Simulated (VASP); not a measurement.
**C: vibrations by perturbation theory with PBE**

The system is C.

```
C
1.0
     2.12732   -1.22828    0.00000
     2.12732    1.22828    0.00000
    -1.37907    0.00000    3.50283
C
2
Direct
  0.83336 0.83336 0.00009
  0.16664 0.16664 0.99991
```

| Quantity | Value |
| --- | --- |
| Program | VASP 6.6.1 |
| Task | vibrations by perturbation theory |
| Functional | PBE |
| Potentials or basis | VASP PAW PBE potentials, release 64 (C) |
| Cutoff | 520 eV |
| k mesh | 11 × 11 × 6 |
| Occupations | fermi-dirac, width 0.1 eV |
| Spin | no spin polarisation |
| Dipole correction | no |
| Further INCAR settings | ALGO = Normal; EDIFF = 1e-08; NBANDS = 11; IBRION = 8; NSW = 1 |

```yaml
Highest_phonon_frequency_at_Γ: 1594 cm⁻¹
```

Phonon frequencies in cm⁻¹ (negative: imaginary):
```tsv
q point	frequencies
(0.000, 0.000, 0.000)	0 0 0 867 1594 1594
```

Wall time 82 s on 1 thread of Intel(R) Xeon(R) 6975P-C (Granite Rapids), with other jobs on the host, peak memory 0.24 GiB.

Caveat: the cell wasn't relaxed at this level first, which shifts response properties.
